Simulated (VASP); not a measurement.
# Bi in VASP: a series of runs, part 2 of 2

VASP 6.6.1. The steps go on from the part before.

### Step 3. Single point, r2SCAN (strain +0.000 along x and y, -0.030 along z)

Contents of POSCAR:

```
Bi
1.0
   -1.9814305318      1.9814305318      1.9219876158
    1.9814305318     -1.9814305318      1.9219876158
    1.9814305318      1.9814305318     -1.9219876158
Bi
1
Direct
    0.0000000000      0.0000000000      0.0000000000
```

Contents of INCAR.step1:

```
  ALGO = Normal
  EDIFF = 1E-4
  ENCUT = 520
  GGA = PE
  ISMEAR = 0
  LASPH = True
  LCHARG = False
  LREAL = False
  LWAVE = True
  NBANDS = 14
  NELM = 100
  PREC = Accurate
  SIGMA = 0.15
```

Contents of INCAR.step2:

```
  ALGO = Normal
  EDIFF = 1E-7
  ENCUT = 520
  ISIF = 2
  ISMEAR = 0
  ISTART = 1
  LASPH = True
  LCHARG = False
  LMIXTAU = True
  LREAL = False
  LWAVE = False
  METAGGA = R2SCAN
  NBANDS = 14
  NELM = 100
  PREC = Accurate
  SIGMA = 0.15
```

Contents of KPOINTS:

```
k-points
0
Gamma
  18 18 18
```

Potentials or basis: VASP PAW PBE potentials, release 64 (Bi_d).

Run with:

```
> cat potpaw_PBE.64/Bi_d/POTCAR > POTCAR
> cp INCAR.step1 INCAR
> mpirun -np 1 vasp_std > vasp.out
> cp INCAR.step2 INCAR
> mpirun -np 1 vasp_std > vasp.out
```

OUTCAR:

```text
EDIFF = 1E-7
   ENCUT = 520
   ISIF = 2
   ISMEAR = 0
   ISTART = 1
   LASPH = True
   LREAL = False
   METAGGA = R2SCAN
   NELM = 100
   PREC = Accurate

 ion  position               nearest neighbor table
   1  0.000  0.000  0.000-

  LATTYP: Found a body centered tetragonal cell.
 ALAT       =     3.9628610636
 C/A-ratio  =     0.9700000000

  Lattice vectors:

 A1 = (  -1.9814305318,   1.9814305318,   1.9219876158)
 A2 = (   1.9814305318,  -1.9814305318,   1.9219876158)
 A3 = (   1.9814305318,   1.9814305318,  -1.9219876158)

Analysis of symmetry for initial positions (statically):
=====================================================================
 Subroutine PRICEL returns:
 Original cell was already a primitive cell.

 Routine SETGRP: Setting up the symmetry group for a
 body centered tetragonal supercell.

 Subroutine GETGRP returns: Found 16 space group operations
 (whereof 16 operations were pure point group operations)
 out of a pool of 16 trial point group operations.

The static configuration has the point symmetry D_4h.

Analysis of symmetry for dynamics (positions and initial velocities):
=====================================================================
 Subroutine PRICEL returns:
 Original cell was already a primitive cell.

 Routine SETGRP: Setting up the symmetry group for a
 body centered tetragonal supercell.

 Subroutine GETGRP returns: Found 16 space group operations
 (whereof 16 operations were pure point group operations)
 out of a pool of 16 trial point group operations.

The dynamic configuration has the point symmetry D_4h.

 Subroutine INISYM returns: Found 16 space group operations
 (whereof 16 operations are pure point group operations),
 and found     1 'primitive' translations

----------------------------------------------------------------------------------------

                                     Primitive cell

[... 115 lines left out ...]
   AEXX    =    0.0000 exact exchange contribution
   IVDW    =     0    specifies the selected vdW correction
   LEPSILON=     F    determine dielectric tensor
   LRPA    =     F    only Hartree local field effects (RPA)
 non-spin polarized calculation
 Gauss-broadening in eV      SIGMA  =   0.15
  energy-cutoff  :      520.00
  volume of cell :       30.18
 maximum number of plane-waves:       832
 NGX is ok and might be reduce to    28
   NGX = 13   NGY = 13   NGZ = 13

 number of electron      14.9999998 magnetization

 Free energy of the ion-electron system (eV)
  ---------------------------------------------------
  ext. energy  EPLUGINS =         0.00000000
  ---------------------------------------------------
  free energy    TOTEN  =       -58.26474484 eV

  energy without entropy =      -58.25622988  energy(sigma->0) =      -58.26048736

 E-fermi :   8.2455     XC(G=0): -11.2307

 val. band max:        8.2375663883   @ k =  -0.2222   0.2222   0.0556
 cond. band min:       8.2532655970   @ k =  -0.1667   0.4444   0.0556
 fundamental gap:      0.0156992087
 Fermi energy:         8.2455144153

 k-point     1 :       0.0000    0.0000    0.0000
  band No.  band energies     occupation
      1     -15.5580      2.00000
      2     -15.5491      2.00000
      3     -15.5491      2.00000
      4     -15.4043      2.00000
      5     -15.3866      2.00000
      6      -6.1278      2.00000
      7      13.7403      0.00000
      8      13.7403      0.00000
      9      13.9105      0.00000
     10      18.7447      0.00000
     11      19.3981      0.00000
     12      19.3981      0.00000
     13      19.7796      0.00000
     14      20.1982      0.00000
[... 377 lines left out ...]
      1     -15.5671      2.00000
      2     -15.5295      2.00000
      3     -15.4643      2.00000
      4     -15.4134      2.00000
      5     -15.3971      2.00000
      6      -5.3330      2.00000
      7       9.1599      0.00000
      8      11.7492      0.00000
      9      12.9058      0.00000
     10      16.8487      0.00000
     11      17.7820      0.00000
     12      19.3846      0.00000
     13      21.3336      0.00000
     14      22.6222      0.00000

 [... further k-points ...]

------------------------ aborting loop because EDIFF is reached ----------------------------------------

  FORCE on cell =-STRESS in cart. coord.  units (eV):
  Direction    XX          YY          ZZ          XY          YZ          ZX
  --------------------------------------------------------------------------------------
  -------------------------------------------------------------------------------------
  Total        0.3363880      0.3363880      0.3862823      0.0000000      0.0000000      0.0000000
  in kB       17.8559433     17.8559433     20.5044000      0.0000000      0.0000000      0.0000000
  external PRESSURE =      18.7387622 kB  Pullay stress =       0.0000000 kB

 VOLUME and BASIS-vectors are now :
 -----------------------------------------------------------------------------
  energy-cutoff  :      520.00
  volume of cell :       30.18
      direct lattice vectors                 reciprocal lattice vectors
    -1.981430532  1.981430532  1.921987616     0.000000000  0.252342937  0.260147358
     1.981430532 -1.981430532  1.921987616     0.252342937  0.000000000  0.260147358
     1.981430532  1.981430532 -1.921987616     0.252342937  0.252342937  0.000000000

 POSITION                                       TOTAL-FORCE (eV/Angst)
 -----------------------------------------------------------------------------------
      0.00000      0.00000      0.00000        -0.000000     -0.000000      0.000000
 -----------------------------------------------------------------------------------
    total drift:                               -0.000000     -0.000000     -0.000000

  FREE ENERGIE OF THE ION-ELECTRON SYSTEM (eV)
  ---------------------------------------------------
  free  energy   TOTEN  =       -58.2647448444 eV

  energy  without entropy=      -58.2562298838  energy(sigma->0) =      -58.26048736
```

OUTCAR.step1:

```text
EDIFF = 1E-4
   ENCUT = 520
   GGA = PE
   ISMEAR = 0
   LASPH = True
   LREAL = False
[... 624 lines left out ...]

 POSITION                                       TOTAL-FORCE (eV/Angst)
 -----------------------------------------------------------------------------------
      0.00000      0.00000      0.00000        -0.000000      0.000000      0.000000
 -----------------------------------------------------------------------------------
    total drift:                                0.000000     -0.000000     -0.000000

  FREE ENERGIE OF THE ION-ELECTRON SYSTEM (eV)
  ---------------------------------------------------
  free  energy   TOTEN  =        -3.7458727121 eV

  energy  without entropy=       -3.7370575329  energy(sigma->0) =       -3.74146512
```

OSZICAR.step1:

```text
N       E                     dE             d eps       ncg     rms          rms(c)
DAV:   1     0.113844401049E+03    0.11384E+03   -0.76952E+03 13664   0.124E+03
DAV:   2     0.284734493148E+01   -0.11100E+03   -0.10737E+03 14670   0.342E+02
DAV:   3    -0.359446446598E+01   -0.64418E+01   -0.64188E+01 16932   0.792E+01
DAV:   4    -0.374330892099E+01   -0.14884E+00   -0.14880E+00 17240   0.127E+01
DAV:   5    -0.374954861419E+01   -0.62397E-02   -0.62395E-02 19178   0.237E+00    0.455E-01
DAV:   6    -0.374621732594E+01    0.33313E-02   -0.71572E-03 18464   0.118E+00    0.270E-01
DAV:   7    -0.374580306975E+01    0.41426E-03   -0.44480E-03 17976   0.930E-01    0.800E-02
DAV:   8    -0.374587271215E+01   -0.69642E-04   -0.46469E-04 17250   0.305E-01
   1 F= -.37458727E+01 E0= -.37414651E+01  d E =-.881518E-02
```

It took 12 min on 1 thread of Intel Xeon Platinum 8375C at 2.90GHz (Ice Lake), shared host; peak memory 0.31 GiB.

What came out:

* Free energy: -58.2647 eV
* Pressure: 1.9 GPa

Stress tensor (GPa, compression positive):
```
1.79 0.00 0.00
0.00 1.79 0.00
0.00 0.00 2.05
```

Caveat: the cell differs from its parent crystal (strain +0.000 along x and y, -0.030 along z); the PAW data sets were made with another functional, which shifts forces and pressure a little; spin-orbit coupling is left out, which moves the levels of the heavy elements.

### Step 4. Single point, r2SCAN (strain +0.000 along x and y, +0.030 along z)

Contents of POSCAR:

```
Bi
1.0
   -1.9814305318      1.9814305318      2.0408734478
    1.9814305318     -1.9814305318      2.0408734478
    1.9814305318      1.9814305318     -2.0408734478
Bi
1
Direct
    0.0000000000      0.0000000000      0.0000000000
```

Contents of INCAR.step1:

```
SYSTEM = Bi
PREC     = Accurate       ! precision mode
ENCUT    = 520            ! plane-wave cutoff, eV
ISMEAR   = 0              ! smearing method
SIGMA    = 0.15           ! smearing width, eV
LREAL    = .False.        ! projectors in reciprocal space
LASPH    = .True.         ! aspherical terms in the spheres
NELM     = 100            ! most SCF steps
NBANDS   = 14             ! bands
GGA      = PE             ! functional
ALGO     = Normal         ! electronic algorithm
EDIFF    = 1E-4           ! SCF threshold, eV
LWAVE    = .True.         ! write WAVECAR
LCHARG   = .False.        ! write CHGCAR
```

Contents of INCAR.step2:

```
SYSTEM = Bi
PREC     = Accurate       ! precision mode
ENCUT    = 520            ! plane-wave cutoff, eV
EDIFF    = 1E-6           ! SCF threshold, eV
ISMEAR   = 0              ! smearing method
SIGMA    = 0.15           ! smearing width, eV
LREAL    = .False.        ! projectors in reciprocal space
LASPH    = .True.         ! aspherical terms in the spheres
NELM     = 100            ! most SCF steps
ALGO     = Normal         ! electronic algorithm
ISIF     = 2              ! what is computed and relaxed
LWAVE    = .False.        ! write WAVECAR
LCHARG   = .True.         ! write CHGCAR
METAGGA  = R2SCAN         ! meta-GGA
LMIXTAU  = .True.       
LELF     = .True.         ! ELF
LVHAR    = .True.       
NBANDS   = 14             ! bands
ISTART   = 1
```

Contents of KPOINTS:

```
regular mesh
0
Gamma
  18 18 18
  0 0 0
```

Run with:

```
> cat potpaw_PBE.64/Bi_d/POTCAR > POTCAR
> cp INCAR.step1 INCAR
> mpirun -np 1 vasp_std > vasp.out
> cp INCAR.step2 INCAR
> mpirun -np 1 vasp_std > vasp.out
```

It took 9.4 min on 1 thread of Intel Xeon Platinum 8375C at 2.90GHz (Ice Lake), shared host; peak memory 0.32 GiB.

It converged, with:

```yaml
Free_energy: -58.2666 eV
Pressure: -1.5 GPa
```

Stress tensor (GPa, compression positive):
```
-1.39  0.00  0.00
 0.00 -1.39  0.00
 0.00  0.00 -1.72
```

Levels at points of the mesh, in eV from the Fermi level:
| k point | band 3 | band 4 | band 5 | band 6 | band 7 | band 8 | band 9 | band 10 | band 11 | band 12 |
| --- | --- | --- | --- | --- | --- | --- | --- | --- | --- | --- |
| (0.00, 0.00, 0.00) | -23.72 | -23.60 | -23.59 | -13.92 | 5.05 | 5.15 | 5.15 | 9.72 | 11.04 | 11.41 |
| (0.50, 0.00, 0.00) | -23.61 | -23.60 | -23.51 | -10.88 | -5.15 | 1.61 | 3.75 | 6.57 | 8.07 | 12.76 |
| (0.50, 0.50, 0.00) | -23.60 | -23.59 | -23.51 | -10.76 | -5.09 | 1.32 | 3.33 | 6.23 | 7.62 | 13.60 |
| (0.50, 0.50, 0.50) | -23.54 | -23.53 | -23.53 | -8.68 | -2.23 | -1.75 | -1.75 | 3.93 | 4.15 | 16.16 |

Caveat: the cell differs from its parent crystal (strain +0.000 along x and y, +0.030 along z); the PAW data sets were made with another functional, which shifts forces and pressure a little; spin-orbit coupling is left out, which moves the levels of the heavy elements.

### Step 5. Summary

| cell | gap on the mesh (eV) | pressure (GPa) |
| --- | --- | --- |
| a = 3.329 Å, angles 109.5°, 1 atom | none | 6.3 |
| a = 3.398 Å, angles 108.7, 108.7, 111.1°, 1 atom | none | 1.9 |
| a = 3.467 Å, angles 110.3, 110.3, 107.9°, 1 atom | none | -1.5 |

Alike in all rows: task single point; level r2SCAN; potentials or basis VASP PAW PBE potentials, release 64 (Bi_d); no spin polarisation; k mesh 18 × 18 × 18; cutoff (eV) 520; smearing gaussian 0.15 eV.

Caveats: the PAW data sets were made with another functional, which shifts forces and pressure a little; spin-orbit coupling is left out, which moves the levels of the heavy elements.

Total energies depend on the potentials used, so only differences within one code and one set of settings carry meaning.
